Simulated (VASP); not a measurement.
# Ga2O3 (C2/m) in VASP: single point with r2SCAN

Aim: the single point of Ga2O3 with r2SCAN.

All numbers are computed with VASP 6.6.1; they aren't measurements. Logs are shortened: lines on timing, memory, paths and dates and some standing lists are left out, and cuts for length are marked.

## Step 1: The cell of the first run

Symmetry: C2/m, No. 12, monoclinic system. The conventional cell has a = 12.255 Å, b = 3.039 Å, c = 5.808 Å, α = 90.00°, β = 103.81°, γ = 90.00°. Ga (site symmetry m) has 6 O at 1.94 to 2.08 Å within 2.6 Å. Within 2.4 Å of Ga (site symmetry m) lie 4 O at 1.83 to 1.87 Å. Within 2.4 Å of O (site symmetry m) lie 3 Ga at 1.84 to 1.94 Å. O (site symmetry m) has 4 Ga at 1.87 to 2.08 Å within 2.5 Å. O (site symmetry m) has 3 Ga at 1.83 to 1.94 Å within 2.4 Å.

## Step 2: Single point, r2SCAN

Input file POSCAR:

```
Ga2O3
1.0
    6.1274132876     -1.5195579568     -0.0026133737
    6.1274132876      1.5195579568     -0.0026133737
   -1.3836386898      0.0000000000      5.6410835690
Ga O
4 6
Direct
    0.3412592050      0.3412592050      0.6855528865
    0.6587407950      0.6587407950      0.3144471135
    0.9094930945      0.9094930945      0.2052289589
    0.0905069055      0.0905069055      0.7947710411
    0.5037036246      0.5037036246      0.7437495234
    0.4962963754      0.4962963754      0.2562504766
    0.8266558510      0.8266558510      0.4364660295
    0.1733441490      0.1733441490      0.5635339705
    0.1642075744      0.1642075744      0.1091301468
    0.8357924256      0.8357924256      0.8908698532
```

Input file INCAR.step1:

```
SYSTEM = Ga2O3
PREC = Accurate
ENCUT = 520
ISMEAR = 0
SIGMA = 0.01
LREAL = .False.
LASPH = .True.
NELM = 60
NBANDS = 55
GGA = PE
ALGO = Normal
EDIFF = 1E-4
LWAVE = .True.
LCHARG = .False.
```

Input file INCAR.step2:

```
SYSTEM = Ga2O3
PREC = Accurate
ENCUT = 520
EDIFF = 1E-6
ISMEAR = 0
SIGMA = 0.01
LREAL = .False.
LASPH = .True.
NELM = 60
ALGO = Normal
ISIF = 2
LWAVE = .False.
LCHARG = .False.
METAGGA = R2SCAN
LMIXTAU = .True.
NBANDS = 55
ISTART = 1
```

Input file KPOINTS:

```
Automatic mesh
0
Gamma
  8 8 4
  0 0 0
```

Potentials or basis: VASP PAW PBE potentials, release 64 (Ga_d, O).

On the command line:

```bash
cat potpaw_PBE.64/Ga_d/POTCAR potpaw_PBE.64/O/POTCAR > POTCAR
cp INCAR.step1 INCAR
mpirun -np 1 vasp_std > vasp.out
cp INCAR.step2 INCAR
mpirun -np 1 vasp_std > vasp.out
```

OUTCAR:

```text
SYSTEM = Ga2O3
   PREC = Accurate
   ENCUT = 520
   EDIFF = 1E-6
   ISMEAR = 0
   LREAL = .False.
   LASPH = .True.
   NELM = 60
   ISIF = 2
   METAGGA = R2SCAN
   ISTART = 1

 ion  position               nearest neighbor table
   1  0.341  0.341  0.686-   5 1.94  10 1.94  10 1.94   8 2.01   7 2.08   7 2.08
   2  0.659  0.659  0.314-   6 1.94   9 1.94   9 1.94   7 2.01   8 2.08   8 2.08
   3  0.909  0.909  0.205-  10 1.83   6 1.84   6 1.84   7 1.87
   4  0.091  0.091  0.795-   9 1.83   5 1.84   5 1.84   8 1.87
   5  0.504  0.504  0.744-   4 1.84   4 1.84   1 1.94
   6  0.496  0.496  0.256-   3 1.84   3 1.84   2 1.94
   7  0.827  0.827  0.436-   3 1.87   2 2.01   1 2.08   1 2.08
   8  0.173  0.173  0.564-   4 1.87   1 2.01   2 2.08   2 2.08
   9  0.164  0.164  0.109-   4 1.83   2 1.94   2 1.94
  10  0.836  0.836  0.891-   3 1.83   1 1.94   1 1.94

  LATTYP: Found a base centered monoclinic cell.
 ALAT       =    12.2548276898
 B/A-ratio  =     0.2479933615
 C/A-ratio  =     0.4739596675
 COS(beta)  =    -0.2386319462

  Lattice vectors:

 A1 = (   6.1274132876,  -1.5195579568,  -0.0026133737)
 A2 = (   6.1274132876,   1.5195579568,  -0.0026133737)
 A3 = (  -1.3836386898,   0.0000000000,   5.6410835690)

Analysis of symmetry for initial positions (statically):
=====================================================================
 Subroutine PRICEL returns:
 Original cell was already a primitive cell.

 Routine SETGRP: Setting up the symmetry group for a
 base centered monoclinic supercell.

 Subroutine GETGRP returns: Found  4 space group operations
 (whereof  4 operations were pure point group operations)
 out of a pool of  4 trial point group operations.

The static configuration has the point symmetry C_2h.

Analysis of symmetry for dynamics (positions and initial velocities):
=====================================================================
 Subroutine PRICEL returns:
 Original cell was already a primitive cell.

 Routine SETGRP: Setting up the symmetry group for a
 base centered monoclinic supercell.

 Subroutine GETGRP returns: Found  4 space group operations
 (whereof  4 operations were pure point group operations)
 out of a pool of  4 trial point group operations.

The dynamic configuration has the point symmetry C_2h.

 Subroutine INISYM returns: Found  4 space group operations
 (whereof  4 operations are pure point group operations),
 and found     1 'primitive' translations

----------------------------------------------------------------------------------------

                                     Primitive cell

  volume of cell :     105.0368

  direct lattice vectors                    reciprocal lattice vectors
     6.127413288 -1.519557957 -0.002613374     0.081609039 -0.329043060  0.020016974
     6.127413288  1.519557957 -0.002613374     0.081609039  0.329043060  0.020016974
    -1.383638690  0.000000000  5.641083569     0.000075615  0.000000000  0.177289454

  length of vectors
     6.313022795  6.313022795  5.808294057     0.339602783  0.339602783  0.177289470

  position of ions in fractional coordinates (direct lattice)
     0.341259205  0.341259205  0.685552886
     0.658740795  0.658740795  0.314447114
     0.909493095  0.909493095  0.205228959
     0.090506905  0.090506905  0.794771041
     0.503703625  0.503703625  0.743749523
     0.496296375  0.496296375  0.256250477
     0.826655851  0.826655851  0.436466029
     0.173344149  0.173344149  0.563533971
     0.164207574  0.164207574  0.109130147
     0.835792426  0.835792426  0.890869853

  ion indices of the primitive-cell ions
   primitive index   ion index
                 1           1
                 2           2
                 3           3
                 4           4
                 5           5
                 6           6
                 7           7
                 8           8
                 9           9
                10          10

----------------------------------------------------------------------------------------

 KPOINTS: Automatic mesh

Automatic generation of k-mesh.
 Grid dimensions read from file:
 generate k-points for:    8    8    4

 Generating k-lattice:

  Cartesian coordinates                     Fractional coordinates (reciprocal lattice)
     0.010201130 -0.041130383  0.002502122     0.125000000  0.000000000  0.000000000
     0.010201130  0.041130383  0.002502122     0.000000000  0.125000000  0.000000000
     0.000018904  0.000000000  0.044322363     0.000000000  0.000000000  0.250000000

  Length of vectors
     0.042450348  0.042450348  0.044322367

  Shift w.r.t. Gamma in fractional coordinates (k-lattice)
     0.000000000  0.000000000  0.000000000

 Subroutine IBZKPT returns following result:
 ===========================================

 Found     78 irreducible k-points:

 Following reciprocal coordinates:
            Coordinates               Weight
  0.000000  0.000000  0.000000      1.000000
  0.125000  0.000000  0.000000      4.000000
  0.250000  0.000000  0.000000      4.000000
  0.375000  0.000000  0.000000      4.000000
  0.500000  0.000000  0.000000      2.000000
  0.125000  0.125000  0.000000      2.000000
[... 16 lines left out ...]
  0.125000 -0.000000  0.250000      4.000000
  0.250000  0.000000  0.250000      4.000000
 [... further k-points ...]
   k-points           NKPTS =     78   k-points in BZ     NKDIM =     78   number of bands    NBANDS=     55
   number of dos      NEDOS =    301   number of ions     NIONS =     10
   total plane-waves  NPLWV = 110592
   dimension x,y,z NGX =    48 NGY =   48 NGZ =   48
   dimension x,y,z NGXF=    96 NGYF=   96 NGZF=   96
   ions per type =               4   6
   NGX,Y,Z   is equivalent  to a cutoff of  12.64, 12.64, 13.74 a.u.
   NGXF,Y,Z  is equivalent  to a cutoff of  25.28, 25.28, 27.48 a.u.
 SYSTEM =  Ga2O3
   PREC   = accura    normal or accurate (medium, high low for compatibility)
   ISTART =      1    job   : 0-new  1-cont  2-samecut
   ICHARG =      0    charge: 1-file 2-atom 10-const
   ISPIN  =      1    spin polarized calculation?
   LNONCOLLINEAR =      F non collinear calculations
   LSORBIT =      F    spin-orbit coupling
   LASPH  =      T    aspherical Exc in radial PAW
   ENCUT  =  520.0 eV  38.22 Ry    6.18 a.u.  11.74 11.74 10.80*2*pi/ulx,y,z
   NELM   =     60;   NELMIN=  2; NELMDL=  0     # of ELM steps
   EDIFF  = 0.1E-05   stopping-criterion for ELM
   LREAL  =      F    real-space projection
   EDIFFG = 0.1E-04   stopping-criterion for IOM
   NSW    =      0    number of steps for IOM
   IBRION =     -1    ionic relax: 0-MD 1-quasi-New 2-CG
   NFREE  =      0    steps in history (QN), initial steepest desc. (CG)
   ISIF   =      2    stress and relaxation
   ISYM   =      2    0-nonsym 1-usesym 2-fastsym
   POTIM  = 0.5000    time-step for ionic-motion
   TEBEG  =    0.0;   TEEND  =   0.0 temperature during run
   PSTRESS=    0.0 pullay stress
   NELECT =      88.0000    total number of electrons
   NUPDOWN=      -1.0000    fix difference up-down
   EMIN   =  10.00;   EMAX   =-10.00  energy-range for DOS
   EFERMI =   0.00;   METHOD = LEGACY
   ISMEAR =     0;   SIGMA  =   0.01  broadening in eV -4-tet -1-fermi 0-gaus
   EFERMI_NEDOS =   21; number of points for ismear=-14 and -15
   IALGO  =     38    algorithm
   IMIX   =      4    mixing-type and parameters
     AMIX     =   0.40;   BMIX     =  1.00
     AMIX_MAG =   1.60;   BMIX_MAG =  1.00
  volume/ion in A,a.u.               =      10.50        70.88
  Fermi-wavevector in a.u.,A,eV,Ry     =   1.543317  2.916447 32.406739  2.381828
  Thomas-Fermi vector in A             =   2.648997
   LORBIT       =      0    0 simple, 1 ext, 2 COOP (PROOUT), +10 PAW based schemes
   METAGGA = R2SCAN    functional components
   LHFCALC =     F    Hartree Fock is set to
   AEXX    =    0.0000 exact exchange contribution
   IVDW    =     0    specifies the selected vdW correction
   LEPSILON=     F    determine dielectric tensor
   LRPA    =     F    only Hartree local field effects (RPA)
 non-spin polarized calculation
 Gauss-broadening in eV      SIGMA  =   0.01
  energy-cutoff  :      520.00
  volume of cell :      105.04
 maximum number of plane-waves:      2850
   NGX = 23   NGY = 23   NGZ = 21

 number of electron      88.0000019 magnetization

 Free energy of the ion-electron system (eV)
  ---------------------------------------------------
  ext. energy  EPLUGINS =         0.00000000
  ---------------------------------------------------
  free energy    TOTEN  =      -102.44177502 eV

  energy without entropy =     -102.44177502  energy(sigma->0) =     -102.44177502

 E-fermi :   3.4757     XC(G=0): -12.5141

 val. band max:        3.3989232021   @ k =   0.5000   0.3750   0.5000
 cond. band min:       6.4111191682   @ k =   0.0000   0.0000   0.0000
 fundamental gap:      3.0121959662
 Fermi energy:         3.4757359855

 k-point     1 :       0.0000    0.0000    0.0000
  band No.  band energies     occupation
      1     -16.4250      2.00000
      2     -15.2734      2.00000
      3     -15.2571      2.00000
      4     -15.1319      2.00000
      5     -14.6880      2.00000
      6     -14.6620      2.00000
[... 47 lines left out ...]
     54      16.7153      0.00000
     55      17.0491      0.00000

 k-point     2 :       0.1250    0.0000    0.0000
  band No.  band energies     occupation
      1     -16.3071      2.00000
      2     -15.2613      2.00000
      3     -15.2271      2.00000
      4     -15.0561      2.00000
      5     -14.6864      2.00000
      6     -14.6595      2.00000
[... 47 lines left out ...]
     54      15.7811      0.00000
     55      15.9336      0.00000
[... 1216 lines left out ...]
     54      15.9820      0.00000
     55      16.4265      0.00000

 k-point    24 :       0.2500    0.0000    0.2500
  band No.  band energies     occupation
      1     -15.8847      2.00000
      2     -15.3220      2.00000
      3     -15.1652      2.00000
      4     -14.9100      2.00000
      5     -14.7137      2.00000
      6     -14.6292      2.00000
[... 47 lines left out ...]
     54      15.0551      0.00000
     55      16.4141      0.00000

 [... further k-points ...]

------------------------ aborting loop because EDIFF is reached ----------------------------------------

  FORCE on cell =-STRESS in cart. coord.  units (eV):
  Direction    XX          YY          ZZ          XY          YZ          ZX
  --------------------------------------------------------------------------------------
  -------------------------------------------------------------------------------------
  Total        1.1171198      1.3289323      1.1417272      0.0000000      0.0000000      0.0308074
  in kB       17.0399694     20.2708467     17.4153174      0.0000000      0.0000000      0.4699207
  external PRESSURE =      18.2420445 kB  Pullay stress =       0.0000000 kB

 VOLUME and BASIS-vectors are now :
 -----------------------------------------------------------------------------
  energy-cutoff  :      520.00
  volume of cell :      105.04
      direct lattice vectors                 reciprocal lattice vectors
     6.127413288 -1.519557957 -0.002613374     0.081609039 -0.329043060  0.020016974
     6.127413288  1.519557957 -0.002613374     0.081609039  0.329043060  0.020016974
    -1.383638690  0.000000000  5.641083569     0.000075615  0.000000000  0.177289454

 POSITION                                       TOTAL-FORCE (eV/Angst)
 -----------------------------------------------------------------------------------
      3.23351      0.00000      3.86548         0.014452      0.000000     -0.049250
      7.63767      0.00000      1.77038        -0.014452      0.000000      0.049250
     10.86172      0.00000      1.15296        -0.018785      0.000000      0.002262
      0.00947      0.00000      4.48290         0.018785      0.000000     -0.002262
      5.14372      0.00000      4.19292        -0.077674      0.000000     -0.029154
      5.72747      0.00000      1.44294         0.077674      0.000000      0.029154
      9.52661      0.00000      2.45782        -0.030173      0.000000      0.054751
      1.34458      0.00000      3.17804         0.030173      0.000000     -0.054751
      1.86134      0.00000      0.61475         0.062658      0.000000      0.034902
      9.00985      0.00000      5.02110        -0.062658      0.000000     -0.034902
 -----------------------------------------------------------------------------------
    total drift:                                0.000000     -0.000000     -0.000000

  FREE ENERGIE OF THE ION-ELECTRON SYSTEM (eV)
  ---------------------------------------------------
  free  energy   TOTEN  =      -102.4417750212 eV

  energy  without entropy=     -102.4417750212  energy(sigma->0) =     -102.44177502
```

Run time: 27 min. Hardware: 1 thread of Intel Xeon 6975P-C (Granite Rapids), shared host; peak memory 0.55 GiB.

What came out:

| Item | Value |
| --- | --- |
| Free energy | -102.4418 eV |
| Pressure | 1.8 GPa |
| Largest force | 0.083 eV/Å |
| Band gap on the k mesh | 3.01 eV (least direct gap 3.04 eV) |

Forces on the atoms (eV/Å):
```
Ga   0.014  0.000 -0.049
Ga  -0.014  0.000  0.049
Ga  -0.019  0.000  0.002
Ga   0.019  0.000 -0.002
O   -0.078  0.000 -0.029
O    0.078  0.000  0.029
O   -0.030  0.000  0.055
O    0.030  0.000 -0.055
O    0.063  0.000  0.035
O   -0.063  0.000 -0.035
```

Stress tensor (GPa, compression positive):
```
1.70 0.00 0.05
0.00 2.03 0.00
0.05 0.00 1.74
```

Levels at points of the mesh, in eV from the valence-band top:
```tsv
k point	band 41	band 42	band 43	band 44	band 45	band 46	band 47	band 48
(0.00, 0.00, 0.00)	-0.67	-0.48	-0.27	-0.02	3.01	6.38	7.43	7.53
(0.50, 0.00, 0.00)	-0.75	-0.72	-0.45	-0.15	6.34	7.28	8.00	8.25
(0.50, 0.50, 0.00)	-0.68	-0.65	-0.41	-0.17	5.16	5.44	6.53	7.35
(0.00, 0.00, 0.50)	-0.66	-0.64	-0.47	-0.30	5.40	5.53	7.47	7.99
(0.50, 0.00, 0.50)	-1.13	-1.06	-0.73	-0.67	7.64	7.68	8.59	8.78
(0.50, 0.50, 0.50)	-0.62	-0.60	-0.59	-0.01	5.85	5.96	6.94	7.30
```

Caveat: the PAW data sets were made with another functional, which shifts forces and pressure a little. A k mesh can miss the band edges.
